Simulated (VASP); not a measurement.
# InGeCl5 (P1) in VASP: single point with PBEsol

Aim: the single point of InGeCl5 with PBEsol.

All numbers are computed with VASP 6.6.1; they aren't measurements. Logs are shortened: lines on timing, memory, paths and dates and some standing lists are left out, and cuts for length are marked.

## (1) The cell of the first run

The typed cell holds 7 atoms: a = 3.771 Å, b = 7.006 Å, c = 9.275 Å, α = 124.46°, β = 89.90°, γ = 88.58°.

## (2) Single point, PBEsol

INCAR

```
SYSTEM = InGeCl5
PREC = Accurate
ENCUT = 520
EDIFF = 1E-7
ISMEAR = -1
SIGMA = 0.05
LREAL = .FALSE.
LASPH = .TRUE.
NELM = 100
ALGO = Normal
ISIF = 2
LWAVE = .FALSE.
LCHARG = .FALSE.
GGA = PS
NBANDS = 40
```

KPOINTS

```
Automatic mesh
0
G
  4 4 2
  0 0 0
```

POSCAR

```
InGeCl5
1.0
    3.7700022164      0.0624197325      0.0167342254
    0.0702019418      6.7591581192     -1.8424883703
    0.0274481992     -3.0534559028      8.7578870341
In Ge Cl
1 1 5
Direct
    0.0340282148      0.0396181742      0.5040210222
    0.4478066874      0.2901095201     -0.0322386920
    0.0273972009      0.0682250129     -0.0069960801
    0.5317495744     -0.0819445107      0.6364259548
    0.0219518304      0.4083396230      0.7992705832
    0.5277041261      0.1753563931      0.4011929643
    0.0239359640      0.6433874481      0.2486327077
```

Potentials or basis: VASP PAW PBE potentials, release 64 (In_d, Ge_d, Cl).

Command:

```console
$ cat potpaw_PBE.64/In_d/POTCAR potpaw_PBE.64/Ge_d/POTCAR potpaw_PBE.64/Cl/POTCAR > POTCAR
$ mpirun -np 1 vasp_std > vasp.out
```

OUTCAR:

```text
SYSTEM = InGeCl5
   PREC = Accurate
   ENCUT = 520
   EDIFF = 1E-7
   ISMEAR = -1
   LREAL = .FALSE.
   LASPH = .TRUE.
   NELM = 100
   ISIF = 2
   GGA = PS

 ion  position               nearest neighbor table
   1  0.034  0.040  0.504-   7 2.43   5 2.48   6 2.53   6 2.53   4 2.62   4 2.66
   2  0.448  0.290  0.968-   3 2.35   5 2.67   4 2.69   3 2.74
   3  0.027  0.068  0.993-   2 2.35   2 2.74
   4  0.532  0.918  0.636-   1 2.62   1 2.66   2 2.69
   5  0.022  0.408  0.799-   1 2.48   2 2.67
   6  0.528  0.175  0.401-   1 2.53   1 2.53
   7  0.024  0.643  0.249-   1 2.43

  LATTYP: Found a triclinic cell.
 ALAT       =     7.8734703754
 B/A-ratio  =     1.1780018443
 C/A-ratio  =     0.4788937884
 COS(alpha) =     0.0016996661
 COS(beta)  =     0.4568058132
 COS(gamma) =     0.5043756652

  Lattice vectors:

 A1 = (  -3.6998002746,   6.6967383867,  -1.8592225957)
 A2 = (  -0.0274481992,   3.0534559028,  -8.7578870341)
 A3 = (  -3.7700022164,  -0.0624197325,  -0.0167342254)

Analysis of symmetry for initial positions (statically):
=====================================================================
 Subroutine PRICEL returns:
 Original cell was already a primitive cell.

 Routine SETGRP: Setting up the symmetry group for a
 triclinic supercell.

 Subroutine GETGRP returns: Found  1 space group operations
 (whereof  1 operations were pure point group operations)
 out of a pool of  2 trial point group operations.

The static configuration has the point symmetry C_1 .

Analysis of symmetry for dynamics (positions and initial velocities):
=====================================================================
 Subroutine PRICEL returns:
 Original cell was already a primitive cell.

 Routine SETGRP: Setting up the symmetry group for a
 triclinic supercell.

 Subroutine GETGRP returns: Found  1 space group operations
 (whereof  1 operations were pure point group operations)
 out of a pool of  2 trial point group operations.

The dynamic configuration has the point symmetry C_1 .

 Subroutine INISYM returns: Found  1 space group operations
 (whereof  1 operations are pure point group operations),
 and found     1 'primitive' translations

----------------------------------------------------------------------------------------

                                     Primitive cell

  volume of cell :     201.9107

  direct lattice vectors                    reciprocal lattice vectors
     3.770002216  0.062419732  0.016734225     0.265315188 -0.003295484 -0.001980505
     0.070201942  6.759158119 -1.842488370    -0.002960527  0.163521732  0.057021478
     0.027448199 -3.053455903  8.757887034    -0.001129791  0.034408075  0.126182782

  length of vectors
     3.770556056  7.006133755  9.274962623     0.265343045  0.173203841  0.130794826

  position of ions in fractional coordinates (direct lattice)
     0.034028215  0.039618174  0.504021022
     0.447806687  0.290109520  0.967761308
     0.027397201  0.068225013  0.993003920
     0.531749574  0.918055489  0.636425955
     0.021951830  0.408339623  0.799270583
     0.527704126  0.175356393  0.401192964
     0.023935964  0.643387448  0.248632708

  ion indices of the primitive-cell ions
   primitive index   ion index
                 1           1
                 2           2
                 3           3
                 4           4
                 5           5
                 6           6
                 7           7

----------------------------------------------------------------------------------------

 KPOINTS: Automatic mesh

Automatic generation of k-mesh.
 Grid dimensions read from file:
 generate k-points for:    4    4    2

 Generating k-lattice:

  Cartesian coordinates                     Fractional coordinates (reciprocal lattice)
     0.066328797 -0.000823871 -0.000495126     0.250000000  0.000000000  0.000000000
    -0.000740132  0.040880433  0.014255369     0.000000000  0.250000000 -0.000000000
    -0.000564895  0.017204038  0.063091391     0.000000000  0.000000000  0.500000000

  Length of vectors
     0.066335761  0.043300960  0.065397413

  Shift w.r.t. Gamma in fractional coordinates (k-lattice)
     0.000000000  0.000000000  0.000000000

 Subroutine IBZKPT returns following result:
 ===========================================

 Found     20 irreducible k-points:

 Following reciprocal coordinates:
            Coordinates               Weight
  0.000000  0.000000  0.000000      1.000000
  0.250000  0.000000  0.000000      2.000000
  0.500000  0.000000  0.000000      1.000000
 -0.000000  0.250000 -0.000000      2.000000
  0.250000  0.250000 -0.000000      2.000000
  0.500000  0.250000 -0.000000      2.000000
[... 12 lines left out ...]
  0.250000  0.500000  0.500000      2.000000
  0.500000  0.500000  0.500000      1.000000
   k-points           NKPTS =     20   k-points in BZ     NKDIM =     20   number of bands    NBANDS=     40
   number of dos      NEDOS =    301   number of ions     NIONS =      7
   total plane-waves  NPLWV = 105840
   dimension x,y,z NGX =    28 NGY =   54 NGZ =   70
   dimension x,y,z NGXF=    56 NGYF=  108 NGZF=  140
   ions per type =               1   1   5
   NGX,Y,Z   is equivalent  to a cutoff of  12.35, 12.81, 12.55 a.u.
   NGXF,Y,Z  is equivalent  to a cutoff of  24.69, 25.63, 25.09 a.u.
 SYSTEM =  InGeCl5
   PREC   = accura    normal or accurate (medium, high low for compatibility)
   ISTART =      0    job   : 0-new  1-cont  2-samecut
   ICHARG =      2    charge: 1-file 2-atom 10-const
   ISPIN  =      1    spin polarized calculation?
   LNONCOLLINEAR =      F non collinear calculations
   LSORBIT =      F    spin-orbit coupling
   LASPH  =      T    aspherical Exc in radial PAW
   ENCUT  =  520.0 eV  38.22 Ry    6.18 a.u.   7.01 13.03 17.25*2*pi/ulx,y,z
   NELM   =    100;   NELMIN=  2; NELMDL= -5     # of ELM steps
   EDIFF  = 0.1E-06   stopping-criterion for ELM
   LREAL  =      F    real-space projection
   EDIFFG = 0.1E-05   stopping-criterion for IOM
   NSW    =      0    number of steps for IOM
   IBRION =     -1    ionic relax: 0-MD 1-quasi-New 2-CG
   NFREE  =      0    steps in history (QN), initial steepest desc. (CG)
   ISIF   =      2    stress and relaxation
   ISYM   =      2    0-nonsym 1-usesym 2-fastsym
   POTIM  = 0.5000    time-step for ionic-motion
   TEBEG  =    0.0;   TEEND  =   0.0 temperature during run
   PSTRESS=    0.0 pullay stress
   NELECT =      62.0000    total number of electrons
   NUPDOWN=      -1.0000    fix difference up-down
   EMIN   =  10.00;   EMAX   =-10.00  energy-range for DOS
   EFERMI =   0.00;   METHOD = LEGACY
   ISMEAR =    -1;   SIGMA  =   0.05  broadening in eV -4-tet -1-fermi 0-gaus
   EFERMI_NEDOS =   21; number of points for ismear=-14 and -15
   IALGO  =     38    algorithm
   IMIX   =      4    mixing-type and parameters
     AMIX     =   0.40;   BMIX     =  1.00
     AMIX_MAG =   1.60;   BMIX_MAG =  1.00
  volume/ion in A,a.u.               =      28.84       194.65
  Fermi-wavevector in a.u.,A,eV,Ry     =   1.104466  2.087138 16.596993  1.219845
  Thomas-Fermi vector in A             =   2.240939
   LORBIT       =      0    0 simple, 1 ext, 2 COOP (PROOUT), +10 PAW based schemes
   GGA     = PS    functional components
   LHFCALC =     F    Hartree Fock is set to
   AEXX    =    0.0000 exact exchange contribution
   IVDW    =     0    specifies the selected vdW correction
   LEPSILON=     F    determine dielectric tensor
   LRPA    =     F    only Hartree local field effects (RPA)
 non-spin polarized calculation
  energy-cutoff  :      520.00
  volume of cell :      201.91
 maximum number of plane-waves:      5458
   NGX = 15   NGY = 27   NGZ = 35

 number of electron      61.9999990 magnetization

 Free energy of the ion-electron system (eV)
  ---------------------------------------------------
  ext. energy  EPLUGINS =         0.00000000
  ---------------------------------------------------
  free energy    TOTEN  =       -24.41287160 eV

  energy without entropy =      -24.41287160  energy(sigma->0) =      -24.41287160

 E-fermi :   1.6636     XC(G=0):  -8.0718

 val. band max:        0.4518337631   @ k =   0.2500   0.5000   0.5000
 cond. band min:       3.0983393552   @ k =   0.0000   0.0000   0.0000
 fundamental gap:      2.6465055921
 Fermi energy:         1.6636151028

 k-point     1 :       0.0000    0.0000    0.0000
  band No.  band energies     occupation
      1     -23.0981      2.00000
      2     -23.0941      2.00000
      3     -23.0536      2.00000
      4     -23.0463      2.00000
      5     -23.0452      2.00000
      6     -14.4874      2.00000
[... 32 lines left out ...]
     39       8.0543      0.00000
     40       8.4560      0.00000

 k-point     2 :       0.2500    0.0000    0.0000
  band No.  band energies     occupation
      1     -23.0974      2.00000
      2     -23.0942      2.00000
      3     -23.0554      2.00000
      4     -23.0472      2.00000
      5     -23.0425      2.00000
      6     -14.3102      2.00000
[... 32 lines left out ...]
     39       8.6966      0.00000
     40       8.9576      0.00000

 k-point     3 :       0.5000    0.0000    0.0000
  band No.  band energies     occupation
      1     -23.0975      2.00000
      2     -23.0939      2.00000
      3     -23.0576      2.00000
      4     -23.0485      2.00000
      5     -23.0386      2.00000
      6     -14.4766      2.00000
[... 32 lines left out ...]
     39       8.5859      0.00000
     40       8.6789      0.00000

 k-point     4 :      -0.0000    0.2500   -0.0000
  band No.  band energies     occupation
      1     -23.0981      2.00000
      2     -23.0941      2.00000
      3     -23.0536      2.00000
      4     -23.0463      2.00000
      5     -23.0452      2.00000
      6     -14.4791      2.00000
[... 32 lines left out ...]
     39       8.1509      0.00000
     40       8.4432      0.00000
[... 600 lines left out ...]
     39       8.2415      0.00000
     40       8.4885      0.00000

 k-point    19 :       0.2500    0.5000    0.5000
  band No.  band energies     occupation
      1     -23.0974      2.00000
      2     -23.0942      2.00000
      3     -23.0554      2.00000
      4     -23.0472      2.00000
      5     -23.0425      2.00000
      6     -14.3155      2.00000
[... 32 lines left out ...]
     39       8.2793      0.00000
     40       8.7044      0.00000

 k-point    20 :       0.5000    0.5000    0.5000
  band No.  band energies     occupation
      1     -23.0975      2.00000
      2     -23.0939      2.00000
      3     -23.0576      2.00000
      4     -23.0485      2.00000
      5     -23.0386      2.00000
      6     -14.4822      2.00000
[... 32 lines left out ...]
     39       8.2408      0.00000
     40       9.1576      0.00000

------------------------ aborting loop because EDIFF is reached ----------------------------------------

  FORCE on cell =-STRESS in cart. coord.  units (eV):
  Direction    XX          YY          ZZ          XY          YZ          ZX
  --------------------------------------------------------------------------------------
  -------------------------------------------------------------------------------------
  Total       -0.0460379     -0.0370418     -0.0503465     -0.0128355     -0.0193656      0.0060169
  in kB       -0.3653143     -0.2939294     -0.3995034     -0.1018509     -0.1536675      0.0477446
  external PRESSURE =      -0.3529157 kB  Pullay stress =       0.0000000 kB

 VOLUME and BASIS-vectors are now :
 -----------------------------------------------------------------------------
  energy-cutoff  :      520.00
  volume of cell :      201.91
      direct lattice vectors                 reciprocal lattice vectors
     3.770002216  0.062419732  0.016734225     0.265315188 -0.003295484 -0.001980505
     0.070201942  6.759158119 -1.842488370    -0.002960527  0.163521732  0.057021478
     0.027448199 -3.053455903  8.757887034    -0.001129791  0.034408075  0.126182782

 POSITION                                       TOTAL-FORCE (eV/Angst)
 -----------------------------------------------------------------------------------
      0.14490     -1.26910      4.34173         0.003097      0.007903      0.005629
      1.73516     -0.96617      7.94851        -0.007884      0.000855      0.005722
      0.13533     -2.56924      8.57137         0.007195     -0.002615     -0.001618
      2.08662      4.29518      3.89114         0.000538     -0.011381      0.006497
      0.13336      0.32086      6.24793        -0.002564      0.003604     -0.007827
      2.01277     -0.00682      3.19934        -0.000046      0.004723     -0.005454
      0.14223      3.59106      0.99246        -0.000336     -0.003089     -0.002949
 -----------------------------------------------------------------------------------
    total drift:                                0.000918     -0.000381     -0.000251

  FREE ENERGIE OF THE ION-ELECTRON SYSTEM (eV)
  ---------------------------------------------------
  free  energy   TOTEN  =       -24.4128715975 eV

  energy  without entropy=      -24.4128715975  energy(sigma->0) =      -24.41287160
```

It took 92 s on 1 thread of Intel Xeon 6975P-C (Granite Rapids), shared host; peak memory 0.4 GiB.

What came out:

```
Free energy            : -24.4129 eV
Pressure               : 0.0 GPa
Largest force          : 0.013 eV/Å
Band gap on the k mesh : 2.65 eV (least direct gap 3.02 eV)
```

Forces on the atoms (eV/Å):
```
In   0.003  0.008  0.006
Ge  -0.008  0.001  0.006
Cl   0.007 -0.003 -0.002
Cl   0.001 -0.011  0.006
Cl  -0.003  0.004 -0.008
Cl   0.000  0.005 -0.005
Cl   0.000 -0.003 -0.003
```

Caveat: the PAW data sets were made with another functional, which shifts forces and pressure a little; spin-orbit coupling is left out, which moves the levels of the heavy elements. A k mesh can miss the band edges.
